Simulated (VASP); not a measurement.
# Tc (P6_3/mmc) in VASP: notebook

The runs below take Tc through single point, with r2SCAN.

Program: VASP 6.6.1. These are calculated values, not measurements. Logs are shortened: lines on timing, memory, paths and dates and some standing lists are left out, and cuts for length are marked.

## Step 1: The cell of the first run

The structure is hexagonal, space group P6_3/mmc (No. 194). Conventional cell: a = 2.794 Å, b = 2.794 Å, c = 4.484 Å, α = 90.00°, β = 90.00°, γ = 120.00°. Tc (site symmetry -6m2) has 12 Tc at 2.76 to 2.79 Å within 3.6 Å.

## Step 2: Single point, r2SCAN

The input, POSCAR:

```
Tc
1.0
    2.7937391334      0.0000000000      0.0000000000
   -1.3968695667      2.4194490611      0.0000000000
    0.0000000000      0.0000000000      4.4842571930
Tc
2
Direct
    0.6666666667      0.3333333333      0.7500000000
    0.3333333333      0.6666666667      0.2500000000
```

The input, INCAR.step1:

```
SYSTEM = Tc
ALGO = Normal
EDIFF = 1E-5
ENCUT = 620
GGA = PE
GGA_COMPAT = .False.
ISMEAR = -1
LASPH = .True.
LCHARG = .False.
LREAL = .False.
LWAVE = .True.
NBANDS = 22
NELM = 120
PREC = Accurate
SIGMA = 0.05
```

The input, INCAR.step2:

```
SYSTEM = Tc
ALGO = Normal
EDIFF = 1E-6
ENCUT = 620
GGA_COMPAT = .False.
ISIF = 2
ISMEAR = -1
ISTART = 1
LASPH = .True.
LCHARG = .False.
LMIXTAU = .True.
LREAL = .False.
LWAVE = .False.
METAGGA = R2SCAN
NBANDS = 22
NELM = 120
PREC = Accurate
SIGMA = 0.05
```

The input, KPOINTS:

```
k-points
0
Gamma
  11 11 6
  0 0 0
```

Potentials or basis: VASP PAW PBE potentials, release 64 (Tc_sv).

On the command line:

```bash
$ cat potpaw_PBE.64/Tc_sv/POTCAR > POTCAR
$ cp INCAR.step1 INCAR
$ mpirun -np 1 vasp_std > vasp.out
$ cp INCAR.step2 INCAR
$ mpirun -np 1 vasp_std > vasp.out
```

OUTCAR:

```text
SYSTEM = Tc
   EDIFF = 1E-6
   ENCUT = 620
   ISIF = 2
   ISMEAR = -1
   ISTART = 1
   LASPH = .True.
   LREAL = .False.
   METAGGA = R2SCAN
   NELM = 120
   PREC = Accurate

 ion  position               nearest neighbor table
   1  0.667  0.333  0.750-   2 2.76   2 2.76   2 2.76   2 2.76   2 2.76   2 2.76
   2  0.333  0.667  0.250-   1 2.76   1 2.76   1 2.76   1 2.76   1 2.76   1 2.76

  LATTYP: Found a hexagonal cell.
 ALAT       =     2.7937391334
 C/A-ratio  =     1.6051094891

  Lattice vectors:

 A1 = (   2.7937391334,   0.0000000000,   0.0000000000)
 A2 = (  -1.3968695667,   2.4194490611,   0.0000000000)
 A3 = (   0.0000000000,   0.0000000000,   4.4842571930)

Analysis of symmetry for initial positions (statically):
=====================================================================
 Subroutine PRICEL returns:
 Original cell was already a primitive cell.

 Routine SETGRP: Setting up the symmetry group for a
 hexagonal supercell.

 Subroutine GETGRP returns: Found 24 space group operations
 (whereof 12 operations were pure point group operations)
 out of a pool of 24 trial point group operations.

The static configuration has the point symmetry D_3d.
 The point group associated with its full space group is D_6h.

Analysis of symmetry for dynamics (positions and initial velocities):
=====================================================================
 Subroutine PRICEL returns:
 Original cell was already a primitive cell.

 Routine SETGRP: Setting up the symmetry group for a
 hexagonal supercell.

 Subroutine GETGRP returns: Found 24 space group operations
 (whereof 12 operations were pure point group operations)
 out of a pool of 24 trial point group operations.

The dynamic configuration has the point symmetry D_3d.
 The point group associated with its full space group is D_6h.

 Subroutine INISYM returns: Found 24 space group operations
 (whereof 12 operations are pure point group operations),
 and found     1 'primitive' translations

----------------------------------------------------------------------------------------

                                     Primitive cell

  volume of cell :      30.3105

  direct lattice vectors                    reciprocal lattice vectors
     2.793739133  0.000000000  0.000000000     0.357943227  0.206658618  0.000000000
    -1.396869567  2.419449061  0.000000000     0.000000000  0.413317237  0.000000000
     0.000000000  0.000000000  4.484257193     0.000000000  0.000000000  0.223002374

  length of vectors
     2.793739133  2.793739133  4.484257193     0.413317237  0.413317237  0.223002374

  position of ions in fractional coordinates (direct lattice)
     0.666666667  0.333333333  0.750000000
     0.333333333  0.666666667  0.250000000

  ion indices of the primitive-cell ions
   primitive index   ion index
                 1           1
                 2           2

----------------------------------------------------------------------------------------

 KPOINTS: k-points

Automatic generation of k-mesh.
 Grid dimensions read from file:
 generate k-points for:   11   11    6

 Generating k-lattice:

  Cartesian coordinates                     Fractional coordinates (reciprocal lattice)
     0.032540293  0.018787147  0.000000000     0.090909091  0.000000000  0.000000000
     0.000000000  0.037574294  0.000000000     0.000000000  0.090909091  0.000000000
     0.000000000  0.000000000  0.037167062     0.000000000  0.000000000  0.166666667

  Length of vectors
     0.037574294  0.037574294  0.037167062

  Shift w.r.t. Gamma in fractional coordinates (k-lattice)
     0.000000000  0.000000000  0.000000000

 Subroutine IBZKPT returns following result:
 ===========================================

 Found     64 irreducible k-points:

 Following reciprocal coordinates:
            Coordinates               Weight
  0.000000  0.000000  0.000000      1.000000
  0.090909 -0.000000  0.000000      6.000000
  0.181818  0.000000  0.000000      6.000000
  0.272727 -0.000000  0.000000      6.000000
  0.363636 -0.000000  0.000000      6.000000
  0.454545 -0.000000  0.000000      6.000000
[... 16 lines left out ...]
  0.090909  0.090909  0.166667     12.000000
  0.181818  0.090909  0.166667     24.000000
 [... further k-points ...]
   k-points           NKPTS =     64   k-points in BZ     NKDIM =     64   number of bands    NBANDS=     22
   number of dos      NEDOS =    301   number of ions     NIONS =      2
   total plane-waves  NPLWV =  20736
   dimension x,y,z NGX =    24 NGY =   24 NGZ =   36
   dimension x,y,z NGXF=    48 NGYF=   48 NGZF=   72
   ions per type =               2
   NGX,Y,Z   is equivalent  to a cutoff of  14.28, 14.28, 13.35 a.u.
   NGXF,Y,Z  is equivalent  to a cutoff of  28.56, 28.56, 26.69 a.u.
 SYSTEM =  Tc
   PREC   = accura    normal or accurate (medium, high low for compatibility)
   ISTART =      1    job   : 0-new  1-cont  2-samecut
   ICHARG =      0    charge: 1-file 2-atom 10-const
   ISPIN  =      1    spin polarized calculation?
   LNONCOLLINEAR =      F non collinear calculations
   LSORBIT =      F    spin-orbit coupling
   LASPH  =      T    aspherical Exc in radial PAW
   ENCUT  =  620.0 eV  45.57 Ry    6.75 a.u.   5.67  5.67  9.10*2*pi/ulx,y,z
   NELM   =    120;   NELMIN=  2; NELMDL=  0     # of ELM steps
   EDIFF  = 0.1E-05   stopping-criterion for ELM
   LREAL  =      F    real-space projection
   EDIFFG = 0.1E-04   stopping-criterion for IOM
   NSW    =      0    number of steps for IOM
   IBRION =     -1    ionic relax: 0-MD 1-quasi-New 2-CG
   NFREE  =      0    steps in history (QN), initial steepest desc. (CG)
   ISIF   =      2    stress and relaxation
   ISYM   =      2    0-nonsym 1-usesym 2-fastsym
   POTIM  = 0.5000    time-step for ionic-motion
   TEBEG  =    0.0;   TEEND  =   0.0 temperature during run
   PSTRESS=    0.0 pullay stress
   NELECT =      30.0000    total number of electrons
   NUPDOWN=      -1.0000    fix difference up-down
   EMIN   =  10.00;   EMAX   =-10.00  energy-range for DOS
   EFERMI =   0.00;   METHOD = LEGACY
   ISMEAR =    -1;   SIGMA  =   0.05  broadening in eV -4-tet -1-fermi 0-gaus
   EFERMI_NEDOS =   21; number of points for ismear=-14 and -15
   IALGO  =     38    algorithm
   IMIX   =      4    mixing-type and parameters
     AMIX     =   0.40;   BMIX     =  1.00
     AMIX_MAG =   1.60;   BMIX_MAG =  1.00
  volume/ion in A,a.u.               =      15.16       102.27
  Fermi-wavevector in a.u.,A,eV,Ry     =   1.631490  3.083068 36.215419  2.661758
  Thomas-Fermi vector in A             =   2.723617
   LORBIT       =      0    0 simple, 1 ext, 2 COOP (PROOUT), +10 PAW based schemes
   METAGGA = R2SCAN    functional components
   LHFCALC =     F    Hartree Fock is set to
   AEXX    =    0.0000 exact exchange contribution
   IVDW    =     0    specifies the selected vdW correction
   LEPSILON=     F    determine dielectric tensor
   LRPA    =     F    only Hartree local field effects (RPA)
 non-spin polarized calculation
  energy-cutoff  :      620.00
  volume of cell :       30.31
 maximum number of plane-waves:      1092
 NGX is ok and might be reduce to    24
   NGX = 11   NGY = 11   NGZ = 19

 number of electron      30.0000001 magnetization

 Free energy of the ion-electron system (eV)
  ---------------------------------------------------
  ext. energy  EPLUGINS =         0.00000000
  ---------------------------------------------------
  free energy    TOTEN  =       -51.82385917 eV

  energy without entropy =      -51.80710351  energy(sigma->0) =      -51.81548134

 E-fermi :  13.7107     XC(G=0): -14.8589

 val. band max:       13.6871175102   @ k =   0.2727   0.0909   0.5000
 cond. band min:      13.7169793716   @ k =   0.0909   0.0909   0.0000
 fundamental gap:      0.0298618613
 Fermi energy:        13.7106707501

 k-point     1 :       0.0000    0.0000    0.0000
  band No.  band energies     occupation
      1     -55.1497      2.00000
      2     -54.9420      2.00000
      3     -26.9285      2.00000
      4     -25.9508      2.00000
      5     -25.9508      2.00000
      6     -25.7848      2.00000
[... 14 lines left out ...]
     21      24.5884      0.00000
     22      28.5466      0.00000

 k-point     2 :       0.0909   -0.0000    0.0000
  band No.  band energies     occupation
      1     -55.1366      2.00000
      2     -54.9363      2.00000
      3     -26.8985      2.00000
      4     -26.0172      2.00000
      5     -25.9723      2.00000
      6     -25.8535      2.00000
[... 14 lines left out ...]
     21      24.5384      0.00000
     22      29.1010      0.00000

 k-point     3 :       0.1818    0.0000    0.0000
  band No.  band energies     occupation
      1     -55.1006      2.00000
      2     -54.9216      2.00000
      3     -26.8136      2.00000
      4     -26.1960      2.00000
      5     -26.0336      2.00000
      6     -26.0281      2.00000
[... 14 lines left out ...]
     21      24.3645      0.00000
     22      29.8345      0.00000

 k-point     4 :       0.2727   -0.0000    0.0000
  band No.  band energies     occupation
      1     -55.0507      2.00000
      2     -54.9047      2.00000
      3     -26.6882      2.00000
      4     -26.4298      2.00000
      5     -26.2603      2.00000
      6     -26.0981      2.00000
[... 14 lines left out ...]
     21      24.1149      0.00000
     22      27.8025      0.00000

 k-point     5 :       0.3636   -0.0000    0.0000
  band No.  band energies     occupation
      1     -55.0001      2.00000
      2     -54.8935      2.00000
      3     -26.6436      2.00000
      4     -26.5471      2.00000
      5     -26.4608      2.00000
      6     -26.1600      2.00000
[... 417 lines left out ...]
 k-point    22 :       0.4545   -0.0000    0.1667
  band No.  band energies     occupation
      1     -54.9602      2.00000
      2     -54.8965      2.00000
      3     -26.8184      2.00000
      4     -26.6367      2.00000
      5     -26.3431      2.00000
      6     -26.1778      2.00000
[... 14 lines left out ...]
     21      24.8554      0.00000
     22      25.9688      0.00000

 k-point    23 :       0.0909    0.0909    0.1667
  band No.  band energies     occupation
      1     -55.0997      2.00000
      2     -54.9387      2.00000
      3     -26.7824      2.00000
      4     -26.1058      2.00000
      5     -26.0594      2.00000
      6     -25.9738      2.00000
[... 14 lines left out ...]
     21      25.7244      0.00000
     22      29.4613      0.00000

 k-point    24 :       0.1818    0.0909    0.1667
  band No.  band energies     occupation
      1     -55.0585      2.00000
      2     -54.9211      2.00000
      3     -26.7083      2.00000
      4     -26.2856      2.00000
      5     -26.2357      2.00000
      6     -26.0545      2.00000
[... 14 lines left out ...]
     21      25.7856      0.00000
     22      29.2891      0.00000

 [... further k-points ...]
[... 5 lines left out ...]
  --------------------------------------------------------------------------------------
  -------------------------------------------------------------------------------------
  Total       -3.3931889     -3.3931889     -3.3820215     -0.0000000     -0.0000000     -0.0000000
  in kB     -179.3600752   -179.3600752   -178.7697794     -0.0000000     -0.0000000     -0.0000000
  external PRESSURE =    -179.1633099 kB  Pullay stress =       0.0000000 kB

 VOLUME and BASIS-vectors are now :
 -----------------------------------------------------------------------------
  energy-cutoff  :      620.00
  volume of cell :       30.31
      direct lattice vectors                 reciprocal lattice vectors
     2.793739133  0.000000000  0.000000000     0.357943227  0.206658618  0.000000000
    -1.396869567  2.419449061  0.000000000     0.000000000  0.413317237  0.000000000
     0.000000000  0.000000000  4.484257193     0.000000000  0.000000000  0.223002374

 POSITION                                       TOTAL-FORCE (eV/Angst)
 -----------------------------------------------------------------------------------
      1.39687      0.80648      3.36319         0.000000     -0.000000      0.000000
     -0.00000      1.61297      1.12106        -0.000000      0.000000      0.000000
 -----------------------------------------------------------------------------------
    total drift:                               -0.000000      0.000000     -0.000000

  FREE ENERGIE OF THE ION-ELECTRON SYSTEM (eV)
  ---------------------------------------------------
  free  energy   TOTEN  =       -51.8238591697 eV

  energy  without entropy=      -51.8071035071  energy(sigma->0) =      -51.81548134
```

Run time: 1.9 min. Hardware: 1 thread of AMD EPYC 9R45 (Zen 5), shared host; peak memory 0.15 GiB.

What came out:

```
Free energy            : -51.8239 eV
Pressure               : -17.9 GPa
Band gap on the k mesh : zero (bands 15 and 16 overlap by 2.98 eV)
```

Caveat: the cell stands under tension; the PAW data sets were made with another functional, which shifts forces and pressure a little.

## Step 3: Single point, r2SCAN

This run uses another cell than the first one, of 14.58 Å³/atom.

The input, POSCAR:

```
Tc
1.0
    2.7581462242      0.0000000000      0.0000000000
   -1.3790731121      2.3886246975      0.0000000000
    0.0000000000      0.0000000000      4.4271266766
Tc
2
Direct
    0.6666666667      0.3333333333      0.7500000000
    0.3333333333      0.6666666667      0.2500000000
```

The input, INCAR.step1:

```
SYSTEM = Tc
PREC = Accurate ; ENCUT = 620
ISMEAR = -1 ; SIGMA = 0.05
LREAL = .False. ; LASPH = .True.
NELM = 120 ; NBANDS = 22
GGA = PE ; ALGO = Normal
EDIFF = 1E-5 ; LWAVE = .True.
LCHARG = .False. ; GGA_COMPAT = .False.
```

The input, INCAR.step2:

```
SYSTEM = Tc
PREC = Accurate ; ENCUT = 620
EDIFF = 1E-6 ; ISMEAR = -1
SIGMA = 0.05 ; LREAL = .False.
LASPH = .True. ; NELM = 120
ALGO = Normal ; ISIF = 2
LWAVE = .False. ; LCHARG = .True.
METAGGA = R2SCAN ; LMIXTAU = .True.
LELF = .True. ; LVHAR = .True.
NBANDS = 22 ; ISTART = 1
GGA_COMPAT = .False.
```

The input, KPOINTS:

```
Automatic mesh
0
Gamma
  11 11 6
  0 0 0
```

Potentials or basis: VASP PAW PBE potentials, release 64 (Tc_sv).

On the command line:

```bash
$ cat potpaw_PBE.64/Tc_sv/POTCAR > POTCAR
$ cp INCAR.step1 INCAR
$ mpirun -np 1 vasp_std > vasp.out
$ cp INCAR.step2 INCAR
$ mpirun -np 1 vasp_std > vasp.out
```

Wall time 2.3 min (1 thread of Intel Xeon Platinum 8488C (Sapphire Rapids), shared host); peak memory 0.18 GiB.

Results (log left out):

```yaml
Free_energy: -51.9148 eV
Pressure: -8.0 GPa
Band_gap_on_the_k_mesh: zero (bands 15 and 16 overlap by 3.15 eV)
```

Stress tensor (GPa, compression positive):
```
-8.03  0.00  0.00
 0.00 -8.03  0.00
 0.00  0.00 -7.81
```

Levels at points of the mesh, in eV from the Fermi level:
```
           k point  band 12  band 13  band 14  band 15  band 16  band 17  band 18  band 19
(0.00, 0.00, 0.00)    -1.54    -1.50    -0.82    -0.82    -0.10    -0.10     1.66     2.60
(0.00, 0.00, 0.50)    -1.94    -1.68    -1.68    -1.68    -1.68     1.91     1.91     1.91
```

Caveat: the cell stands under tension; the PAW data sets were made with another functional, which shifts forces and pressure a little.

The gap in the log of VASP goes by the Fermi energy; the results here count the filled bands.